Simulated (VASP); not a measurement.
# Mn3Sn (P6_3/mmc) in VASP: further runs, part 2 of 2

VASP 6.6.1. Earlier steps stand in the parts before.

**3. Single point, PBEsol, collinear spin, ferromagnetic start**

This run uses another cell than the first one, of 16.08 Å³/atom.

INCAR

```
PREC = Accurate
ENCUT = 520
EDIFF = 1E-6
ISMEAR = -1
SIGMA = 0.05
LREAL = False
LASPH = True
NELM = 150
ALGO = Normal
ISIF = 2
LWAVE = False
LCHARG = False
ISPIN = 2
MAGMOM = 0 0 4 4 4 4 4 4
LORBIT = 11
LMAXMIX = 4
GGA = PS
NBANDS = 67
```

KPOINTS

```
Automatic mesh
0
Gamma
  6 6 6
```

POSCAR

```
Mn3Sn
1.0
    5.7075507632      0.0000000000      0.0000000000
   -2.8537753816      4.9428839544      0.0000000000
    0.0000000000      0.0000000000      4.5600008743
Sn Mn
2 6
Direct
    0.6666666667      0.3333333333      0.7500000000
    0.3333333333      0.6666666667      0.2500000000
    0.6659999999      0.8330000000      0.7500000000
    0.8330000000      0.1670000001      0.2500000000
    0.1670000001      0.3340000001      0.7500000000
    0.3340000001      0.1670000001      0.2500000000
    0.1670000001      0.8330000000      0.7500000000
    0.8330000000      0.6659999999      0.2500000000
```

Potentials or basis: VASP PAW PBE potentials, release 64 (Sn_d, Mn_pv).

Run with:

```console
> cat potpaw_PBE.64/Sn_d/POTCAR potpaw_PBE.64/Mn_pv/POTCAR > POTCAR
> mpirun -np 1 vasp_std > vasp.out
```

OUTCAR:

```text
PREC = Accurate
   ENCUT = 520
   EDIFF = 1E-6
   ISMEAR = -1
   LREAL = False
   LASPH = True
   NELM = 150
   ISIF = 2
   ISPIN = 2
   LORBIT = 11
   GGA = PS

 ion  position               nearest neighbor table
   1  0.667  0.333  0.750-   4 2.81   4 2.81   6 2.81   6 2.81   8 2.81   8 2.81   3 2.85   7 2.85
                             5 2.85   5 2.85   7 2.85   3 2.85
   2  0.333  0.667  0.250-   7 2.81   7 2.81   3 2.81   3 2.81   5 2.81   5 2.81   8 2.85   4 2.85
                             6 2.85   6 2.85   4 2.85   8 2.85
   3  0.666  0.833  0.750-   2 2.81   2 2.81   4 2.81   4 2.81   8 2.81   8 2.81   7 2.85   5 2.85
                             1 2.85   1 2.85   5 2.86   7 2.86
   4  0.833  0.167  0.250-   1 2.81   1 2.81   5 2.81   5 2.81   3 2.81   3 2.81   8 2.85   6 2.85
                             2 2.85   2 2.85   6 2.86   8 2.86
   5  0.167  0.334  0.750-   2 2.81   2 2.81   6 2.81   6 2.81   4 2.81   4 2.81   3 2.85   7 2.85
                             1 2.85   1 2.85   7 2.86   3 2.86
   6  0.334  0.167  0.250-   1 2.81   1 2.81   5 2.81   5 2.81   7 2.81   7 2.81   8 2.85   4 2.85
                             2 2.85   2 2.85   4 2.86   8 2.86
   7  0.167  0.833  0.750-   2 2.81   2 2.81   8 2.81   8 2.81   6 2.81   6 2.81   3 2.85   5 2.85
                             1 2.85   1 2.85   5 2.86   3 2.86
   8  0.833  0.666  0.250-   1 2.81   1 2.81   7 2.81   7 2.81   3 2.81   3 2.81   4 2.85   6 2.85
                             2 2.85   2 2.85   6 2.86   4 2.86

  LATTYP: Found a hexagonal cell.
 ALAT       =     5.7075507632
 C/A-ratio  =     0.7989417989

  Lattice vectors:

 A1 = (   5.7075507632,   0.0000000000,   0.0000000000)
 A2 = (  -2.8537753816,   4.9428839544,   0.0000000000)
 A3 = (   0.0000000000,   0.0000000000,   4.5600008743)

Analysis of symmetry for initial positions (statically):
=====================================================================
 Subroutine PRICEL returns:
 Original cell was already a primitive cell.

 Routine SETGRP: Setting up the symmetry group for a
 hexagonal supercell.

 Subroutine GETGRP returns: Found 24 space group operations
 (whereof 12 operations were pure point group operations)
 out of a pool of 24 trial point group operations.

The static configuration has the point symmetry D_3d.
 The point group associated with its full space group is D_6h.

Analysis of symmetry for dynamics (positions and initial velocities):
=====================================================================
 Subroutine PRICEL returns:
 Original cell was already a primitive cell.

 Routine SETGRP: Setting up the symmetry group for a
 hexagonal supercell.

 Subroutine GETGRP returns: Found 24 space group operations
 (whereof 12 operations were pure point group operations)
 out of a pool of 24 trial point group operations.

The dynamic configuration has the point symmetry D_3d.
 The point group associated with its full space group is D_6h.

Analysis of structural, dynamic, and magnetic symmetry:
=====================================================================
 Subroutine PRICEL returns:
 Original cell was already a primitive cell.

 Routine SETGRP: Setting up the symmetry group for a
 hexagonal supercell.

 Subroutine GETGRP returns: Found 24 space group operations
 (whereof 12 operations were pure point group operations)
 out of a pool of 24 trial point group operations.

The overall configuration has the point symmetry D_3d.
 The point group associated with its full space group is D_6h.

 Subroutine INISYM returns: Found 24 space group operations
 (whereof 12 operations are pure point group operations),
 and found     1 'primitive' translations

[... 127 lines left out ...]
  volume/ion in A,a.u.               =      16.08       108.52
  Fermi-wavevector in a.u.,A,eV,Ry     =   1.534776  2.900307 32.049043  2.355538
  Thomas-Fermi vector in A             =   2.641657
   LORBIT       =     11    0 simple, 1 ext, 2 COOP (PROOUT), +10 PAW based schemes
   GGA     = PS    functional components
   LHFCALC =     F    Hartree Fock is set to
   AEXX    =    0.0000 exact exchange contribution
   IVDW    =     0    specifies the selected vdW correction
   LEPSILON=     F    determine dielectric tensor
   LRPA    =     F    only Hartree local field effects (RPA)
 spin polarized calculation
  energy-cutoff  :      520.00
  volume of cell :      128.65
 maximum number of plane-waves:      3499
   NGX = 21   NGY = 21   NGZ = 17

 number of electron     106.0000181 magnetization      19.1240302

 Free energy of the ion-electron system (eV)
  ---------------------------------------------------
  ext. energy  EPLUGINS =         0.00000000
  ---------------------------------------------------
  free energy    TOTEN  =       -64.28862904 eV

  energy without entropy =      -64.24288598  energy(sigma->0) =      -64.26575751

 E-fermi :   8.5841     XC(G=0): -12.1680

 val. band max:        8.5714156574   @ k =   0.1667   0.1667   0.0000
 cond. band min:       8.5887884576   @ k =   0.3333   0.3333   0.3333
 fundamental gap:      0.0173728002
 Fermi energy:         8.5841191644

 spin component 1

 k-point     1 :       0.0000    0.0000    0.0000
  band No.  band energies     occupation
      1     -40.6046      1.00000
      2     -40.6046      1.00000
      3     -40.5987      1.00000
      4     -40.5838      1.00000
      5     -40.5838      1.00000
      6     -40.5680      1.00000
[... 1621 lines left out ...]
     64       8.4308      0.95551
     65       8.8242      0.00816

 [... further k-points ...]

 spin component 2

 k-point     1 :       0.0000    0.0000    0.0000
  band No.  band energies     occupation
      1     -37.2813      1.00000
      2     -37.2662      1.00000
      3     -37.2662      1.00000
      4     -37.2588      1.00000
      5     -37.2467      1.00000
      6     -37.2467      1.00000
[... 1621 lines left out ...]
     64      11.0562      0.00000
     65      11.5144      0.00000

 [... further k-points ...]

 [bands above 65 left out]

------------------------ aborting loop because EDIFF is reached ----------------------------------------

  FORCE on cell =-STRESS in cart. coord.  units (eV):
  Direction    XX          YY          ZZ          XY          YZ          ZX
  --------------------------------------------------------------------------------------
  -------------------------------------------------------------------------------------
  Total       -8.8547624     -8.8547624     -7.3277820     -0.0000000      0.0000000      0.0000000
  in kB     -110.2788865   -110.2788865    -91.2615829     -0.0000000      0.0000000      0.0000000
  external PRESSURE =    -103.9397853 kB  Pullay stress =       0.0000000 kB

 VOLUME and BASIS-vectors are now :
 -----------------------------------------------------------------------------
  energy-cutoff  :      520.00
  volume of cell :      128.65
      direct lattice vectors                 reciprocal lattice vectors
     5.707550763  0.000000000  0.000000000     0.175206501  0.101155521  0.000000000
    -2.853775382  4.942883954  0.000000000     0.000000000  0.202311041  0.000000000
     0.000000000  0.000000000  4.560000874     0.000000000  0.000000000  0.219298204

 POSITION                                       TOTAL-FORCE (eV/Angst)
 -----------------------------------------------------------------------------------
      2.85378      1.64763      3.42000        -0.000000      0.000000      0.000000
     -0.00000      3.29526      1.14000        -0.000000      0.000000      0.000000
      1.42403      4.11742      3.42000         0.312827      0.180611      0.000000
      4.27781      0.82546      1.14000         0.312827     -0.180611      0.000000
      0.00000      1.65092      3.42000         0.000000     -0.361221      0.000000
      1.42974      0.82546      1.14000        -0.312827     -0.180611      0.000000
     -1.42403      4.11742      3.42000        -0.312827      0.180611      0.000000
      2.85378      3.29196      1.14000        -0.000000      0.361221     -0.000000
 -----------------------------------------------------------------------------------
    total drift:                               -0.000001     -0.000001      0.000000

  FREE ENERGIE OF THE ION-ELECTRON SYSTEM (eV)
  ---------------------------------------------------
  free  energy   TOTEN  =       -64.2886290385 eV

  energy  without entropy=      -64.2428859810  energy(sigma->0) =      -64.26575751

 total charge

# of ion       s       p       d       tot
------------------------------------------
    1        1.083   1.319  10.049  12.451
    2        1.083   1.319  10.049  12.451
    3        0.291   6.219   5.047  11.557
    4        0.291   6.219   5.047  11.557
    5        0.291   6.219   5.047  11.557
    6        0.291   6.219   5.047  11.557
    7        0.291   6.219   5.047  11.557
    8        0.291   6.219   5.047  11.557
--------------------------------------------------
tot          3.915  39.953  50.377  94.244

 magnetization (x)

# of ion       s       p       d       tot
------------------------------------------
    1       -0.029  -0.169   0.012  -0.186
    2       -0.029  -0.169   0.012  -0.186
    3        0.003   0.012   3.137   3.151
    4        0.003   0.012   3.137   3.151
    5        0.003   0.012   3.137   3.151
    6        0.003   0.012   3.137   3.151
    7        0.003   0.012   3.137   3.151
    8        0.003   0.012   3.137   3.151
--------------------------------------------------
tot         -0.041  -0.268  18.846  18.536
```

Run time: 3.7 min. Hardware: 1 thread of Intel Xeon 6975P-C (Granite Rapids), shared host; peak memory 0.5 GiB.

Results:

| Property | Result |
| --- | --- |
| Free energy | -64.2886 eV |
| Pressure | -10.4 GPa |
| Largest force | 0.361 eV/Å |
| Net moment | 19.12 μB per cell |
| Site moments | Sn -0.19; Mn +3.15 μB |
| Valence electrons inside the program's atomic spheres | Sn 12.45; Mn 11.56 |

Forces on the atoms (eV/Å):
```
Sn   0.000  0.000  0.000
Sn   0.000  0.000  0.000
Mn   0.313  0.181  0.000
Mn   0.313 -0.181  0.000
Mn   0.000 -0.361  0.000
Mn  -0.313 -0.181  0.000
Mn  -0.313  0.181  0.000
Mn   0.000  0.361  0.000
```

Caveat: the cell stands under tension; the PAW data sets were made with another functional, which shifts forces and pressure a little; spin-orbit coupling is left out, which moves the levels of the heavy elements.

**4. Single point, PBEsol, collinear spin, ferromagnetic start**

This run uses another cell than the first one, of 16.40 Å³/atom.

INCAR

```
ALGO = Normal
EDIFF = 1E-6
ENCUT = 520
GGA = PS
ISIF = 2
ISMEAR = -1
ISPIN = 2
LASPH = T
LCHARG = F
LMAXMIX = 4
LORBIT = 11
LREAL = F
LWAVE = F
MAGMOM = 0 0 4 4 4 4 4 4
NBANDS = 67
NELM = 150
PREC = Accurate
SIGMA = 0.05
```

KPOINTS

```
k-points
0
Gamma
  6 6 6
```

POSCAR, as its differences from that of step 3:

```diff
@@ -2,5 +2,5 @@
 1.0
-    5.7075507632      0.0000000000      0.0000000000
-   -2.8537753816      4.9428839544      0.0000000000
-    0.0000000000      0.0000000000      4.5600008743
+    5.7446138197      0.0000000000      0.0000000000
+   -2.8723069098      4.9749815028      0.0000000000
+    0.0000000000      0.0000000000      4.5896120993
 Sn Mn
```

Run with:

```console
> cat potpaw_PBE.64/Sn_d/POTCAR potpaw_PBE.64/Mn_pv/POTCAR > POTCAR
> mpirun -np 1 vasp_std > vasp.out
```

It took 16 min on 1 thread of Oxide Virtual Turin-like, shared host; peak memory 0.51 GiB.

It converged, with:

| Property | Result |
| --- | --- |
| Free energy | -64.1169 eV |
| Pressure | -11.6 GPa |
| Largest force | 0.328 eV/Å |
| Net moment | 19.41 μB per cell |
| Site moments | Sn -0.19; Mn +3.20 μB |
| Valence electrons inside the program's atomic spheres | Sn 12.43; Mn 11.54 |

Forces in eV/Å, atoms in the order of the input:
```
Sn   0.000  0.000  0.000
Sn   0.000  0.000  0.000
Mn   0.284  0.164  0.000
Mn   0.284 -0.164  0.000
Mn   0.000 -0.328  0.000
Mn  -0.284 -0.164  0.000
Mn  -0.284  0.164  0.000
Mn   0.000  0.328  0.000
```

Stress tensor (GPa, compression positive):
```
-12.12   0.00   0.00
  0.00 -12.12   0.00
  0.00   0.00 -10.41
```

Levels at points of the mesh, in eV from the Fermi level:
Spin up:
| k point | band 59 | band 60 | band 61 | band 62 | band 63 | band 64 | band 65 | band 66 | band 67 |
| --- | --- | --- | --- | --- | --- | --- | --- | --- | --- |
| (0.00, 0.00, 0.00) | -0.58 | -0.58 | -0.47 | -0.45 | 0.03 | 0.03 | 0.78 | 0.78 | 1.96 |
| (0.50, 0.00, 0.00) | -1.10 | -0.68 | -0.58 | 0.04 | 1.26 | 1.40 | 1.56 | 1.66 | 2.62 |
| (0.00, 0.00, 0.50) | -0.71 | -0.71 | -0.50 | -0.50 | -0.40 | -0.40 | -0.40 | -0.40 | 1.83 |
| (0.50, 0.00, 0.50) | -0.88 | -0.88 | -0.68 | -0.68 | -0.16 | -0.16 | 0.32 | 0.32 | 4.50 |
Spin down:
| k point | band 39 | band 40 | band 41 | band 42 | band 43 | band 44 | band 45 | band 46 | band 47 | band 48 |
| --- | --- | --- | --- | --- | --- | --- | --- | --- | --- | --- |
| (0.00, 0.00, 0.00) | -0.87 | -0.87 | -0.83 | -0.60 | -0.60 | -0.52 | 0.52 | 0.52 | 0.56 | 0.58 |
| (0.50, 0.00, 0.00) | -0.81 | -0.59 | -0.46 | -0.41 | -0.36 | 0.39 | 0.46 | 0.46 | 0.53 | 0.71 |
| (0.00, 0.00, 0.50) | -1.24 | -1.24 | -1.09 | -1.09 | -0.13 | -0.13 | 0.11 | 0.11 | 0.11 | 0.11 |
| (0.50, 0.00, 0.50) | -0.29 | -0.29 | -0.22 | -0.22 | -0.06 | -0.06 | 0.12 | 0.12 | 0.52 | 0.52 |

Caveat: the cell stands under tension; the PAW data sets were made with another functional, which shifts forces and pressure a little; spin-orbit coupling is left out, which moves the levels of the heavy elements.

**5. Single point, PBEsol, collinear spin, ferromagnetic start**

This run uses another cell than the first one, of 16.71 Å³/atom.

INCAR

```
PREC     = Accurate       # precision mode
ENCUT    = 520            # plane-wave cutoff, eV
EDIFF    = 1E-7           # SCF threshold, eV
ISMEAR   = -1             # smearing method
SIGMA    = 0.05           # smearing width, eV
LREAL    = False          # projectors in reciprocal space
LASPH    = True           # aspherical terms in the spheres
NELM     = 150            # most SCF steps
ALGO     = Normal         # electronic algorithm
ISIF     = 2              # what is computed and relaxed
LWAVE    = False          # write WAVECAR
LCHARG   = True           # write CHGCAR
ISPIN    = 2              # spin polarisation
MAGMOM   = 0 0 4 4 4 4 4 4 # initial moments
LORBIT   = 11             # projections on sites
LMAXMIX  = 4              # l up to which the mixer works
GGA      = PS             # functional
LELF     = True           # ELF
LVHAR    = True         
NBANDS   = 67             # bands
```

KPOINTS

```
Automatic mesh
0
Gamma
  6 6 6
```

POSCAR, as its differences from that of step 4:

```diff
@@ -2,5 +2,5 @@
 1.0
-    5.7446138197      0.0000000000      0.0000000000
-   -2.8723069098      4.9749815028      0.0000000000
-    0.0000000000      0.0000000000      4.5896120993
+    5.7812047031      0.0000000000      0.0000000000
+   -2.8906023516      5.0066701374      0.0000000000
+    0.0000000000      0.0000000000      4.6188460856
 Sn Mn
```

Run with:

```console
> cat potpaw_PBE.64/Sn_d/POTCAR potpaw_PBE.64/Mn_pv/POTCAR > POTCAR
> mpirun -np 1 vasp_std > vasp.out
```

Run time: 17 min. Hardware: 1 thread of Oxide Virtual Turin-like, shared host; peak memory 0.52 GiB.

Results (log left out):

- Free energy: -63.9299 eV
- Pressure: -12.3 GPa
- Largest force: 0.306 eV/Å
- Net moment: 19.76 μB per cell
- Site moments: Sn -0.19; Mn +3.25 μB
- Valence electrons inside the program's atomic spheres: Sn 12.40; Mn 11.52

Forces on the atoms (eV/Å):
```
Sn   0.000  0.000  0.000
Sn   0.000  0.000  0.000
Mn   0.265  0.153  0.000
Mn   0.265 -0.153  0.000
Mn   0.000 -0.306  0.000
Mn  -0.265 -0.153  0.000
Mn  -0.265  0.153  0.000
Mn   0.000  0.306  0.000
```

Stress tensor (GPa, compression positive):
```
-12.80   0.00   0.00
  0.00 -12.80   0.00
  0.00   0.00 -11.34
```

Levels at points of the mesh, in eV from the Fermi level:
Spin up:
| k point | band 60 | band 61 | band 62 | band 63 | band 64 | band 65 | band 66 | band 67 |
| --- | --- | --- | --- | --- | --- | --- | --- | --- |
| (0.00, 0.00, 0.00) | -0.64 | -0.54 | -0.52 | -0.04 | -0.04 | 0.71 | 0.71 | 1.86 |
| (0.50, 0.00, 0.00) | -0.73 | -0.64 | -0.03 | 1.20 | 1.32 | 1.46 | 1.54 | 2.54 |
| (0.00, 0.00, 0.50) | -0.75 | -0.57 | -0.57 | -0.45 | -0.45 | -0.45 | -0.45 | 1.72 |
| (0.50, 0.00, 0.50) | -0.92 | -0.73 | -0.73 | -0.21 | -0.21 | 0.25 | 0.25 | 4.37 |
Spin down:
```tsv
k point	band 41	band 42	band 43	band 44	band 45	band 46
(0.00, 0.00, 0.00)	-0.78	-0.54	-0.54	-0.47	0.56	0.56
(0.50, 0.00, 0.00)	-0.39	-0.36	-0.30	0.43	0.50	0.50
(0.00, 0.00, 0.50)	-1.06	-1.06	-0.07	-0.07	0.17	0.17
(0.50, 0.00, 0.50)	-0.17	-0.17	0.00	0.00	0.17	0.17
```

Caveat: the cell stands under tension; the PAW data sets were made with another functional, which shifts forces and pressure a little; spin-orbit coupling is left out, which moves the levels of the heavy elements.

**6. Overview**

```csv
level,spin,cell,gap on the mesh (eV),pressure (GPa),moment (μB),largest force (eV/Å)
PBE,off,"a = 5.670, b = 5.670, c = 4.530 Å, angles 90.0, 90.0, 120.0°, 8 atoms",none,-24.0,-,0.56
PBEsol,"collinear, ferromagnetic start","a = 5.708, b = 5.708, c = 4.560 Å, angles 90.0, 90.0, 120.0°, 8 atoms",none,-10.4,19.12,0.36
PBEsol,"collinear, ferromagnetic start","a = 5.745, b = 5.745, c = 4.590 Å, angles 90.0, 90.0, 120.0°, 8 atoms",none,-11.6,19.41,0.33
PBEsol,"collinear, ferromagnetic start","a = 5.781, b = 5.781, c = 4.619 Å, angles 90.0, 90.0, 120.0°, 8 atoms",none,-12.3,19.76,0.31
```

Alike in all rows: task single point; potentials or basis VASP PAW PBE potentials, release 64 (Sn_d, Mn_pv); k mesh 6 × 6 × 6; cutoff (eV) 520; smearing fermi-dirac 0.05 eV.

Caveats: the cell stands under tension; spin-orbit coupling is left out, which moves the levels of the heavy elements; the PAW data sets were made with another functional, which shifts forces and pressure a little (at least some runs).

Absolute energies hang on the potentials; compare differences alone.
